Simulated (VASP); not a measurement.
# Au (Fm-3m) in VASP: single point with PBE

Aim: the single point of Au with PBE.

Everything below comes from runs of VASP 6.6.1. Logs are shortened: lines on timing, memory, paths and dates and some standing lists are left out, and cuts for length are marked.

## 1. The cell of the first run

The structure is cubic, space group Fm-3m (No. 225). The conventional cell has a = 4.157 Å, b = 4.157 Å, c = 4.157 Å, α = 90.00°, β = 90.00°, γ = 90.00°. Au (site symmetry m-3m) has 12 Au at 2.94 Å within 3.9 Å.

## 2. Single point, PBE

File INCAR:

```
SYSTEM = Au
  PREC = Accurate
  ENCUT = 500
  EDIFF = 1E-6
  ISMEAR = -1
  SIGMA = 0.1
  LREAL = .False.
  LASPH = .True.
  NELM = 120
  ALGO = Normal
  ISIF = 2
  LWAVE = .False.
  LCHARG = .False.
  GGA = PE
  NBANDS = 30
  GGA_COMPAT = .False.
```

File KPOINTS:

```
Automatic mesh
0
Gamma
  2 2 2
  0 0 0
```

File POSCAR:

```
Au
1.0
    4.1573434200      0.0000000000      0.0000000000
    0.0000000000      4.1573434200      0.0000000000
    0.0000000000      0.0000000000      4.1573434200
Au
4
Direct
    0.5000000000      0.5000000000      0.0000000000
    0.0000000000      0.0000000000      0.0000000000
    0.5000000000      0.0000000000      0.5000000000
    0.0000000000      0.5000000000      0.5000000000
```

Potentials or basis: VASP PAW PBE potentials, release 64 (Au).

On the command line:

```
$ cat potpaw_PBE.64/Au/POTCAR > POTCAR
$ mpirun -np 1 vasp_std > vasp.out
```

OUTCAR:

```text
SYSTEM = Au
   PREC = Accurate
   ENCUT = 500
   EDIFF = 1E-6
   ISMEAR = -1
   LREAL = .False.
   LASPH = .True.
   NELM = 120
   ISIF = 2
   GGA = PE

 ion  position               nearest neighbor table
   1  0.500  0.500  0.000-   2 2.94   3 2.94   4 2.94   3 2.94   4 2.94   2 2.94   3 2.94   3 2.94
                             2 2.94   4 2.94   4 2.94   2 2.94
   2  0.000  0.000  0.000-   1 2.94   3 2.94   4 2.94   3 2.94   4 2.94   1 2.94   4 2.94   4 2.94
                             1 2.94   3 2.94   3 2.94   1 2.94
   3  0.500  0.000  0.500-   1 2.94   2 2.94   4 2.94   1 2.94   2 2.94   1 2.94   4 2.94   1 2.94
                             2 2.94   4 2.94   2 2.94   4 2.94
   4  0.000  0.500  0.500-   1 2.94   2 2.94   3 2.94   1 2.94   2 2.94   2 2.94   3 2.94   2 2.94
                             1 2.94   3 2.94   1 2.94   3 2.94

  LATTYP: Found a simple cubic cell.
 ALAT       =     4.1573434200

  Lattice vectors:

 A1 = (   4.1573434200,   0.0000000000,   0.0000000000)
 A2 = (   0.0000000000,   4.1573434200,   0.0000000000)
 A3 = (   0.0000000000,   0.0000000000,   4.1573434200)

Analysis of symmetry for initial positions (statically):
=====================================================================
 Subroutine PRICEL returns following result:

  LATTYP: Found a face centered cubic cell.
 ALAT       =     4.1573434200

  Lattice vectors:

 A1 = (   2.0786717100,  -2.0786717100,   0.0000000000)
 A2 = (   2.0786717100,   0.0000000000,   2.0786717100)
 A3 = (   0.0000000000,  -2.0786717100,   2.0786717100)

   4 primitive cells build up your supercell.

 Routine SETGRP: Setting up the symmetry group for a
 simple cubic supercell.

 Subroutine GETGRP returns: Found 48 space group operations
 (whereof 48 operations were pure point group operations)
 out of a pool of 48 trial point group operations.

The static configuration has the point symmetry O_h .

Analysis of symmetry for dynamics (positions and initial velocities):
=====================================================================
 Subroutine PRICEL returns following result:

  LATTYP: Found a face centered cubic cell.
 ALAT       =     4.1573434200

  Lattice vectors:

 A1 = (   2.0786717100,  -2.0786717100,   0.0000000000)
 A2 = (   2.0786717100,   0.0000000000,   2.0786717100)
 A3 = (   0.0000000000,  -2.0786717100,   2.0786717100)

   4 primitive cells build up your supercell.

 Routine SETGRP: Setting up the symmetry group for a
 simple cubic supercell.

 Subroutine GETGRP returns: Found 48 space group operations
 (whereof 48 operations were pure point group operations)
 out of a pool of 48 trial point group operations.

The dynamic configuration has the point symmetry O_h .

 Subroutine INISYM returns: Found 48 space group operations
 (whereof 48 operations are pure point group operations),
 and found     4 'primitive' translations

----------------------------------------------------------------------------------------

                                     Primitive cell

  volume of cell :      17.9634

  direct lattice vectors                    reciprocal lattice vectors
     2.078671710 -2.078671710  0.000000000     0.240538223 -0.240538223 -0.240538223
     2.078671710  0.000000000  2.078671710     0.240538223  0.240538223  0.240538223
     0.000000000 -2.078671710  2.078671710    -0.240538223 -0.240538223  0.240538223

  length of vectors
     2.939685724  2.939685724  2.939685724     0.416624424  0.416624424  0.416624424

  position of ions in fractional coordinates (direct lattice)
     1.000000000  0.000000000  0.000000000

  ion indices of the primitive-cell ions
   primitive index   ion index
                 1           1

----------------------------------------------------------------------------------------

 KPOINTS: Automatic mesh

Automatic generation of k-mesh.
 Grid dimensions read from file:
 generate k-points for:    2    2    2

 Generating k-lattice:

  Cartesian coordinates                     Fractional coordinates (reciprocal lattice)
     0.120269112  0.000000000  0.000000000     0.500000000  0.000000000  0.000000000
     0.000000000  0.120269112  0.000000000     0.000000000  0.500000000  0.000000000
     0.000000000  0.000000000  0.120269112     0.000000000  0.000000000  0.500000000

  Length of vectors
     0.120269112  0.120269112  0.120269112

  Shift w.r.t. Gamma in fractional coordinates (k-lattice)
     0.000000000  0.000000000  0.000000000

 Subroutine IBZKPT returns following result:
 ===========================================

 Found      4 irreducible k-points:

 Following reciprocal coordinates:
            Coordinates               Weight
  0.000000  0.000000  0.000000      1.000000
  0.500000  0.000000  0.000000      3.000000
  0.500000  0.500000  0.000000      3.000000
  0.500000  0.500000  0.500000      1.000000
   k-points           NKPTS =      4   k-points in BZ     NKDIM =      4   number of bands    NBANDS=     30
   number of dos      NEDOS =    301   number of ions     NIONS =      4
   total plane-waves  NPLWV =  27000
   dimension x,y,z NGX =    30 NGY =   30 NGZ =   30
   dimension x,y,z NGXF=    60 NGYF=   60 NGZF=   60
   ions per type =               4
   NGX,Y,Z   is equivalent  to a cutoff of  12.00, 12.00, 12.00 a.u.
   NGXF,Y,Z  is equivalent  to a cutoff of  23.99, 23.99, 23.99 a.u.
 SYSTEM =  Au
   PREC   = accura    normal or accurate (medium, high low for compatibility)
   ISTART =      0    job   : 0-new  1-cont  2-samecut
   ICHARG =      2    charge: 1-file 2-atom 10-const
   ISPIN  =      1    spin polarized calculation?
   LNONCOLLINEAR =      F non collinear calculations
   LSORBIT =      F    spin-orbit coupling
   LASPH  =      T    aspherical Exc in radial PAW
   ENCUT  =  500.0 eV  36.75 Ry    6.06 a.u.   7.58  7.58  7.58*2*pi/ulx,y,z
   NELM   =    120;   NELMIN=  2; NELMDL= -5     # of ELM steps
   EDIFF  = 0.1E-05   stopping-criterion for ELM
   LREAL  =      F    real-space projection
   EDIFFG = 0.1E-04   stopping-criterion for IOM
   NSW    =      0    number of steps for IOM
   IBRION =     -1    ionic relax: 0-MD 1-quasi-New 2-CG
   NFREE  =      0    steps in history (QN), initial steepest desc. (CG)
   ISIF   =      2    stress and relaxation
   ISYM   =      2    0-nonsym 1-usesym 2-fastsym
   POTIM  = 0.5000    time-step for ionic-motion
   TEBEG  =    0.0;   TEEND  =   0.0 temperature during run
   PSTRESS=    0.0 pullay stress
   NELECT =      44.0000    total number of electrons
   NUPDOWN=      -1.0000    fix difference up-down
   EMIN   =  10.00;   EMAX   =-10.00  energy-range for DOS
   EFERMI =   0.00;   METHOD = LEGACY
   ISMEAR =    -1;   SIGMA  =   0.10  broadening in eV -4-tet -1-fermi 0-gaus
   EFERMI_NEDOS =   21; number of points for ismear=-14 and -15
   IALGO  =     38    algorithm
   IMIX   =      4    mixing-type and parameters
     AMIX     =   0.40;   BMIX     =  1.00
     AMIX_MAG =   1.60;   BMIX_MAG =  1.00
  volume/ion in A,a.u.               =      17.96       121.22
  Fermi-wavevector in a.u.,A,eV,Ry     =   1.390197  2.627092 26.295285  1.932649
  Thomas-Fermi vector in A             =   2.514156
   LORBIT       =      0    0 simple, 1 ext, 2 COOP (PROOUT), +10 PAW based schemes
   GGA     = PE    functional components
   LHFCALC =     F    Hartree Fock is set to
   AEXX    =    0.0000 exact exchange contribution
   IVDW    =     0    specifies the selected vdW correction
   LEPSILON=     F    determine dielectric tensor
   LRPA    =     F    only Hartree local field effects (RPA)
 non-spin polarized calculation
  energy-cutoff  :      500.00
  volume of cell :       71.85
 maximum number of plane-waves:      1856
   NGX = 15   NGY = 15   NGZ = 15

 number of electron      44.0000001 magnetization

 Free energy of the ion-electron system (eV)
  ---------------------------------------------------
  ext. energy  EPLUGINS =         0.00000000
  ---------------------------------------------------
  free energy    TOTEN  =       -11.91062385 eV

  energy without entropy =      -11.68309777  energy(sigma->0) =      -11.79686081

 E-fermi :   8.1760     XC(G=0): -12.4285

 val. band max:        7.8966098049   @ k =   0.5000   0.5000   0.5000
 cond. band min:       8.2017880600   @ k =   0.5000   0.5000   0.0000
 fundamental gap:      0.3051782551
 Fermi energy:         8.1760007774

 k-point     1 :       0.0000    0.0000    0.0000
  band No.  band energies     occupation
      1      -0.7048      2.00000
      2       1.9702      2.00000
      3       1.9702      2.00000
      4       1.9702      2.00000
      5       2.2409      2.00000
      6       2.2409      2.00000
[... 22 lines left out ...]
     29      18.4638      0.00000
     30      18.4638      0.00000

 k-point     2 :       0.5000    0.0000    0.0000
  band No.  band energies     occupation
      1       1.6149      2.00000
      2       1.6149      2.00000
      3       2.9891      2.00000
      4       2.9891      2.00000
      5       3.0965      2.00000
      6       3.0965      2.00000
[... 22 lines left out ...]
     29      17.6814      0.00000
     30      17.6814      0.00000

 k-point     3 :       0.5000    0.5000    0.0000
  band No.  band energies     occupation
      1       2.8631      2.00000
      2       2.8631      2.00000
      3       2.8631      2.00000
      4       2.8631      2.00000
      5       3.6444      2.00000
      6       3.6444      2.00000
[... 22 lines left out ...]
     29      18.4496      0.00000
     30      18.4496      0.00000

 k-point     4 :       0.5000    0.5000    0.5000
  band No.  band energies     occupation
      1       1.7170      2.00000
      2       1.7170      2.00000
      3       1.7170      2.00000
      4       1.7170      2.00000
      5       4.0833      2.00000
      6       4.0833      2.00000
[... 22 lines left out ...]
     29      22.6378      0.00000
     30      22.6378      0.00000

------------------------ aborting loop because EDIFF is reached ----------------------------------------

  FORCE on cell =-STRESS in cart. coord.  units (eV):
  Direction    XX          YY          ZZ          XY          YZ          ZX
  --------------------------------------------------------------------------------------
  -------------------------------------------------------------------------------------
  Total       -0.2207037     -0.2207037     -0.2207037      0.0000000      0.0000000     -0.0000000
  in kB       -4.9212166     -4.9212166     -4.9212166      0.0000000      0.0000000     -0.0000000
  external PRESSURE =      -4.9212166 kB  Pullay stress =       0.0000000 kB

 VOLUME and BASIS-vectors are now :
 -----------------------------------------------------------------------------
  energy-cutoff  :      500.00
  volume of cell :       71.85
      direct lattice vectors                 reciprocal lattice vectors
     4.157343420  0.000000000  0.000000000     0.240538223  0.000000000  0.000000000
     0.000000000  4.157343420  0.000000000     0.000000000  0.240538223  0.000000000
     0.000000000  0.000000000  4.157343420     0.000000000  0.000000000  0.240538223

 POSITION                                       TOTAL-FORCE (eV/Angst)
 -----------------------------------------------------------------------------------
      2.07867      2.07867      0.00000         0.000000     -0.000000     -0.000000
      0.00000      0.00000      0.00000        -0.000000      0.000000     -0.000000
      2.07867      0.00000      2.07867        -0.000000     -0.000000      0.000000
      0.00000      2.07867      2.07867        -0.000000      0.000000     -0.000000
 -----------------------------------------------------------------------------------
    total drift:                                0.000000      0.000000     -0.000000

  FREE ENERGIE OF THE ION-ELECTRON SYSTEM (eV)
  ---------------------------------------------------
  free  energy   TOTEN  =       -11.9106238526 eV

  energy  without entropy=      -11.6830977741  energy(sigma->0) =      -11.79686081
```

It took 5.1 s on 1 thread of Intel Xeon 6975P-C (Granite Rapids), shared host; peak memory 0.16 GiB.

Results:

```yaml
Free_energy: -11.9106 eV
Pressure: -0.5 GPa
Band_gap_on_the_k_mesh: zero (band 22 reaches 9.78 eV, above the bottom of band 23 at 7.90 eV)
```

Caveat: the k points lie up to 0.76 Å⁻¹ apart; spin-orbit coupling is left out, which moves the levels of the heavy elements.
